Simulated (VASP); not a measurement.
# CuSi16 (a cell with a defect) in VASP: notebook

Runs on CuSi16 (a cell with a defect). Level: LDA. Tasks: single point, relaxation of the atoms.

Program: VASP 6.6.1. These are calculated values, not measurements. Logs are shortened: lines on timing, memory, paths and dates and some standing lists are left out, and cuts for length are marked.

**1. The cell of the first run**

The cell holds a defect, 17 atoms: a = 7.679 Å, b = 7.679 Å, c = 7.679 Å, α = 60.00°, β = 60.00°, γ = 60.00°.

**2. Single point, LDA**

File INCAR:

```
PREC = Accurate
ENCUT = 520
EDIFF = 1E-6
ISMEAR = 0
SIGMA = 0.05
LREAL = Auto
LASPH = True
NELM = 80
ALGO = Normal
ISIF = 2
LWAVE = False
LCHARG = False
NELECT = 74.0
NBANDS = 52
```

File KPOINTS:

```
regular mesh
0
Gamma
  2 2 2
```

File POSCAR:

```
CuSi16
1.0
    0.0000000000      5.4300000000      5.4300000000
    5.4300000000      0.0000000000      5.4300000000
    5.4300000000      5.4300000000      0.0000000000
Si Cu
16 1
Direct
   -0.0157665746      0.0027301105      0.0069544199
    0.1184356354      0.1221586556      0.1409873849
    0.0114089319     -0.0351468692      0.5123455801
    0.1184602210      0.1221941068      0.6193279926
   -0.0013587477      0.4930348066      0.0096972376
    0.1155068140      0.6318372007      0.1267128913
   -0.0013597606      0.4930702578      0.4994094843
    0.1355741252      0.5924954880      0.6363715470
    0.5060991713      0.0027299263      0.0069557090
    0.6129483425      0.1602829650      0.1138389503
    0.5060598527      0.0027331492      0.4851633517
    0.6400355433      0.1221935543      0.6193278085
    0.4888488029      0.5326983425     -0.0103812155
    0.6259580110      0.6318370166      0.1267128913
    0.5088953959      0.4930697974      0.4994092081
    0.6259439227      0.6318461326      0.6162809392
    0.3125428177      1.0613511050      0.8135835175
```

Potentials or basis: VASP PAW LDA potentials, release 64 (Si, Cu).

Launch:

```console
$ cat potpaw_LDA.64/Si/POTCAR potpaw_LDA.64/Cu/POTCAR > POTCAR
$ mpirun -np 1 vasp_std > vasp.out
```

OUTCAR:

```text
PREC = Accurate
   ENCUT = 520
   EDIFF = 1E-6
   ISMEAR = 0
   LREAL = Auto
   LASPH = True
   NELM = 80
   ISIF = 2
   NELECT = 74.0

 ion  position               nearest neighbor table
   1  0.984  0.003  0.007-   6 2.33  10 2.34  17 2.34   4 2.43   2 2.43
   2  0.118  0.122  0.141-   5 2.33   3 2.34  17 2.34   9 2.43   1 2.43
   3  0.011  0.965  0.512-   8 2.33   2 2.34  12 2.34   4 2.34
   4  0.118  0.122  0.619-   7 2.33   3 2.34  17 2.34  11 2.43   1 2.43
   5  0.999  0.493  0.010-   2 2.33  14 2.34   6 2.34   8 2.35
   6  0.116  0.632  0.127-   1 2.33   5 2.34   7 2.34  13 2.35
   7  0.999  0.493  0.499-   4 2.33   6 2.34  16 2.34   8 2.35
   8  0.136  0.592  0.636-   3 2.33   7 2.35  15 2.35   5 2.35
   9  0.506  0.003  0.007-  14 2.33  10 2.34  17 2.34  12 2.43   2 2.43
  10  0.613  0.160  0.114-  13 2.34   1 2.34   9 2.34  11 2.34
  11  0.506  0.003  0.485-  16 2.33  10 2.34  17 2.34   4 2.43  12 2.43
  12  0.640  0.122  0.619-  15 2.33   3 2.34  17 2.34  11 2.43   9 2.43
  13  0.489  0.533  0.990-  10 2.34  16 2.35   6 2.35  14 2.35
  14  0.626  0.632  0.127-   9 2.33   5 2.34  15 2.34  13 2.35
  15  0.509  0.493  0.499-  12 2.33  14 2.34  16 2.34   8 2.35
  16  0.626  0.632  0.616-  11 2.33   7 2.34  15 2.34  13 2.35
  17  0.313  0.061  0.814-   9 2.34   1 2.34  11 2.34   2 2.34  12 2.34   4 2.34

  LATTYP: Found a face centered cubic cell.
 ALAT       =    10.8600000000

  Lattice vectors:

 A1 = (   0.0000000000,   5.4300000000,   5.4300000000)
 A2 = (   5.4300000000,   0.0000000000,   5.4300000000)
 A3 = (   5.4300000000,   5.4300000000,   0.0000000000)

Analysis of symmetry for initial positions (statically):
=====================================================================
 Subroutine PRICEL returns:
 Original cell was already a primitive cell.

 Routine SETGRP: Setting up the symmetry group for a
 face centered cubic supercell.

 Subroutine GETGRP returns: Found  2 space group operations
 (whereof  1 operations were pure point group operations)
 out of a pool of 48 trial point group operations.

The static configuration has the point symmetry C_1 .
 The point group associated with its full space group is C_1h.

Analysis of symmetry for dynamics (positions and initial velocities):
=====================================================================
 Subroutine PRICEL returns:
 Original cell was already a primitive cell.

 Routine SETGRP: Setting up the symmetry group for a
 face centered cubic supercell.

 Subroutine GETGRP returns: Found  2 space group operations
 (whereof  1 operations were pure point group operations)
 out of a pool of 48 trial point group operations.

The dynamic configuration has the point symmetry C_1 .
 The point group associated with its full space group is C_1h.

 Subroutine INISYM returns: Found  2 space group operations
 (whereof  1 operations are pure point group operations),
 and found     1 'primitive' translations

----------------------------------------------------------------------------------------

                                     Primitive cell

  volume of cell :     320.2060

  direct lattice vectors                    reciprocal lattice vectors
     0.000000000  5.430000000  5.430000000    -0.092081031  0.092081031  0.092081031
     5.430000000  0.000000000  5.430000000     0.092081031 -0.092081031  0.092081031
     5.430000000  5.430000000  0.000000000     0.092081031  0.092081031 -0.092081031

  length of vectors
     7.679179644  7.679179644  7.679179644     0.159489025  0.159489025  0.159489025

  position of ions in fractional coordinates (direct lattice)
     0.984233425  0.002730111  0.006954420
     0.118435635  0.122158656  0.140987385
     0.011408932  0.964853131  0.512345580
     0.118460221  0.122194107  0.619327993
     0.998641252  0.493034807  0.009697238
     0.115506814  0.631837201  0.126712891
[... 9 lines left out ...]
     0.625943923  0.631846133  0.616280939
     0.312542818  0.061351105  0.813583517

  ion indices of the primitive-cell ions
   primitive index   ion index
                 1           1
                 2           2
                 3           3
                 4           4
                 5           5
                 6           6
[... 9 lines left out ...]
                16          16
                17          17

----------------------------------------------------------------------------------------

 KPOINTS: regular mesh

Automatic generation of k-mesh.
 Grid dimensions read from file:
 generate k-points for:    2    2    2

 Generating k-lattice:

  Cartesian coordinates                     Fractional coordinates (reciprocal lattice)
    -0.046040516  0.046040516  0.046040516     0.500000000  0.000000000  0.000000000
     0.046040516 -0.046040516  0.046040516     0.000000000  0.500000000  0.000000000
     0.046040516  0.046040516 -0.046040516     0.000000000  0.000000000  0.500000000

  Length of vectors
     0.079744512  0.079744512  0.079744512

  Shift w.r.t. Gamma in fractional coordinates (k-lattice)
     0.000000000  0.000000000  0.000000000

 Subroutine IBZKPT returns following result:
 ===========================================

 Found      6 irreducible k-points:

 Following reciprocal coordinates:
            Coordinates               Weight
  0.000000  0.000000  0.000000      1.000000
  0.500000  0.000000  0.000000      2.000000
  0.000000  0.500000  0.000000      1.000000
  0.000000  0.000000  0.500000      1.000000
  0.500000  0.500000  0.000000      2.000000
  0.000000  0.500000  0.500000      1.000000
   k-points           NKPTS =      6   k-points in BZ     NKDIM =      6   number of bands    NBANDS=     52
   number of dos      NEDOS =    301   number of ions     NIONS =     17
   total plane-waves  NPLWV = 216000
   dimension x,y,z NGX =    60 NGY =   60 NGZ =   60
   dimension x,y,z NGXF=   120 NGYF=  120 NGZF=  120
   ions per type =              16   1
   NGX,Y,Z   is equivalent  to a cutoff of  12.99, 12.99, 12.99 a.u.
   NGXF,Y,Z  is equivalent  to a cutoff of  25.98, 25.98, 25.98 a.u.
 SYSTEM =  unknown system
   PREC   = accura    normal or accurate (medium, high low for compatibility)
   ISTART =      0    job   : 0-new  1-cont  2-samecut
   ICHARG =      2    charge: 1-file 2-atom 10-const
   ISPIN  =      1    spin polarized calculation?
   LNONCOLLINEAR =      F non collinear calculations
   LSORBIT =      F    spin-orbit coupling
   LASPH  =      T    aspherical Exc in radial PAW
   ENCUT  =  520.0 eV  38.22 Ry    6.18 a.u.  14.28 14.28 14.28*2*pi/ulx,y,z
   NELM   =     80;   NELMIN=  2; NELMDL= -5     # of ELM steps
   EDIFF  = 0.1E-05   stopping-criterion for ELM
   LREAL  =      T    real-space projection
   EDIFFG = 0.1E-04   stopping-criterion for IOM
   NSW    =      0    number of steps for IOM
   IBRION =     -1    ionic relax: 0-MD 1-quasi-New 2-CG
   NFREE  =      0    steps in history (QN), initial steepest desc. (CG)
   ISIF   =      2    stress and relaxation
   ISYM   =      2    0-nonsym 1-usesym 2-fastsym
   POTIM  = 0.5000    time-step for ionic-motion
   TEBEG  =    0.0;   TEEND  =   0.0 temperature during run
   PSTRESS=    0.0 pullay stress
   NELECT =      74.0000    total number of electrons
   NUPDOWN=      -1.0000    fix difference up-down
   EMIN   =  10.00;   EMAX   =-10.00  energy-range for DOS
   EFERMI =   0.00;   METHOD = LEGACY
   ISMEAR =     0;   SIGMA  =   0.05  broadening in eV -4-tet -1-fermi 0-gaus
   EFERMI_NEDOS =   21; number of points for ismear=-14 and -15
   IALGO  =     38    algorithm
   IMIX   =      4    mixing-type and parameters
     AMIX     =   0.40;   BMIX     =  1.00
     AMIX_MAG =   1.60;   BMIX_MAG =  1.00
  volume/ion in A,a.u.               =      18.84       127.11
  Fermi-wavevector in a.u.,A,eV,Ry     =   1.004636  1.898488 13.732283  1.009294
  Thomas-Fermi vector in A             =   2.137265
   LORBIT       =      0    0 simple, 1 ext, 2 COOP (PROOUT), +10 PAW based schemes
   GGA     = CA    functional components
   LHFCALC =     F    Hartree Fock is set to
   AEXX    =    0.0000 exact exchange contribution
   IVDW    =     0    specifies the selected vdW correction
   LEPSILON=     F    determine dielectric tensor
   LRPA    =     F    only Hartree local field effects (RPA)
 non-spin polarized calculation
 Gauss-broadening in eV      SIGMA  =   0.05
  energy-cutoff  :      520.00
  volume of cell :      320.21
 maximum number of plane-waves:      8646
 NGX is ok and might be reduce to    60
   NGX = 29   NGY = 29   NGZ = 29

 number of electron      73.9999996 magnetization

 Free energy of the ion-electron system (eV)
  ---------------------------------------------------
  ext. energy  EPLUGINS =         0.00000000
  ---------------------------------------------------
  free energy    TOTEN  =      -103.87921241 eV

  energy without entropy =     -103.87543623  energy(sigma->0) =     -103.87732432

 E-fermi :   6.3235     XC(G=0):  -9.8192

 val. band max:        6.2812686627   @ k =   0.0000   0.0000   0.0000
 cond. band min:       6.3790502152   @ k =   0.0000   0.0000   0.0000
 fundamental gap:      0.0977815526
 Fermi energy:         6.3235305390

 k-point     1 :       0.0000    0.0000    0.0000
  band No.  band energies     occupation
      1      -5.9748      2.00000
      2      -3.6324      2.00000
      3      -3.5772      2.00000
      4      -3.5771      2.00000
      5      -3.5029      2.00000
      6      -2.0305      2.00000
[... 41 lines left out ...]
     48       8.3448      0.00000
     49       8.3449      0.00000

 k-point     2 :       0.5000    0.0000    0.0000
  band No.  band energies     occupation
      1      -5.2719      2.00000
      2      -5.0533      2.00000
      3      -3.4103      2.00000
      4      -3.3164      2.00000
      5      -3.1661      2.00000
      6      -3.1547      2.00000
[... 41 lines left out ...]
     48       9.7081      0.00000
     49       9.8023      0.00000

 k-point     3 :       0.0000    0.5000    0.0000
  band No.  band energies     occupation
      1      -5.3713      2.00000
      2      -4.9466      2.00000
      3      -3.2892      2.00000
      4      -3.2892      2.00000
      5      -3.2155      2.00000
      6      -3.1469      2.00000
[... 41 lines left out ...]
     48       9.5268      0.00000
     49       9.7546      0.00000

 k-point     4 :       0.0000    0.0000    0.5000
  band No.  band energies     occupation
      1      -5.2719      2.00000
      2      -5.0533      2.00000
      3      -3.4102      2.00000
      4      -3.3164      2.00000
      5      -3.1660      2.00000
      6      -3.1549      2.00000
[... 41 lines left out ...]
     48       9.7079      0.00000
     49       9.8022      0.00000

 k-point     5 :       0.5000    0.5000    0.0000
  band No.  band energies     occupation
      1      -5.0399      2.00000
      2      -4.7668      2.00000
      3      -3.9956      2.00000
      4      -3.8500      2.00000
      5      -3.8093      2.00000
      6      -3.7756      2.00000
[... 41 lines left out ...]
     48      10.3009      0.00000
     49      10.3211      0.00000

 k-point     6 :       0.0000    0.5000    0.5000
  band No.  band energies     occupation
      1      -5.0400      2.00000
      2      -4.7667      2.00000
      3      -3.9956      2.00000
      4      -3.8500      2.00000
      5      -3.8093      2.00000
      6      -3.7756      2.00000
[... 41 lines left out ...]
     48      10.3009      0.00000
     49      10.3210      0.00000
 [bands above 49 left out]

------------------------ aborting loop because EDIFF is reached ----------------------------------------

  FORCE on cell =-STRESS in cart. coord.  units (eV):
  Direction    XX          YY          ZZ          XY          YZ          ZX
  --------------------------------------------------------------------------------------
  -------------------------------------------------------------------------------------
  Total       -8.6952986     -8.6955347     -8.6955347     -0.5693153     -0.5646878      0.5693154
  in kB      -43.5076471    -43.5088288    -43.5088288     -2.8486165     -2.8254620      2.8486169
  external PRESSURE =     -43.5084349 kB  Pullay stress =       0.0000000 kB

 VOLUME and BASIS-vectors are now :
 -----------------------------------------------------------------------------
  energy-cutoff  :      520.00
  volume of cell :      320.21
      direct lattice vectors                 reciprocal lattice vectors
     0.000000000  5.430000000  5.430000000    -0.092081031  0.092081031  0.092081031
     5.430000000  0.000000000  5.430000000     0.092081031 -0.092081031  0.092081031
     5.430000000  5.430000000  0.000000000     0.092081031  0.092081031 -0.092081031

 POSITION                                       TOTAL-FORCE (eV/Angst)
 -----------------------------------------------------------------------------------
      0.05259      5.38215      5.35921        -0.013666      0.015782     -0.027522
      1.42888      1.40867      1.30643         0.029159     -0.013636      0.013636
      8.02119      2.84399      5.30110        -0.019353      0.018611     -0.018611
      4.02646      4.00619      1.30675         0.012503     -0.028694      0.013232
      2.72984      5.47528      8.09980        -0.005408      0.003378     -0.003378
      4.11893      1.31525      4.05808         0.004484     -0.002804      0.006759
[... 9 lines left out ...]
      6.77733      6.74528      6.82980         0.007651     -0.002464      0.002464
      4.75090      6.11487      2.03024        -0.002798     -0.001884      0.001884
 -----------------------------------------------------------------------------------
    total drift:                                0.000827      0.013225      0.005561

  FREE ENERGIE OF THE ION-ELECTRON SYSTEM (eV)
  ---------------------------------------------------
  free  energy   TOTEN  =      -103.8792124099 eV

  energy  without entropy=     -103.8754362280  energy(sigma->0) =     -103.87732432
```

It took 7.9 min on 1 thread of Intel Xeon 8259CL, shared host; peak memory 0.39 GiB.

What came out:

```
Free energy   : -103.8792 eV
Largest force : 0.035 eV/Å
```

Forces in eV/Å, atoms in the order of the input:
```
Si  -0.014  0.016 -0.028
Si   0.029 -0.014  0.014
Si  -0.019  0.019 -0.019
Si   0.013 -0.029  0.013
Si  -0.005  0.003 -0.003
Si   0.004 -0.003  0.007
Si  -0.003  0.005 -0.003
Si   0.013 -0.012  0.012
Si  -0.014  0.028 -0.016
Si   0.021 -0.019  0.019
Si  -0.029  0.013 -0.013
Si   0.013 -0.013  0.029
Si  -0.015  0.013 -0.013
Si   0.004 -0.007  0.003
Si  -0.003  0.003 -0.005
Si   0.008 -0.002  0.002
Cu  -0.003 -0.002  0.002
```

Caveat: the k points lie up to 0.50 Å⁻¹ apart; the cell carries a net charge on a neutralising background, which shifts energy and pressure; the cell is charged against a uniform background, so pressure and absolute levels hang on convention.

(Part 1 of 2 ends here.)
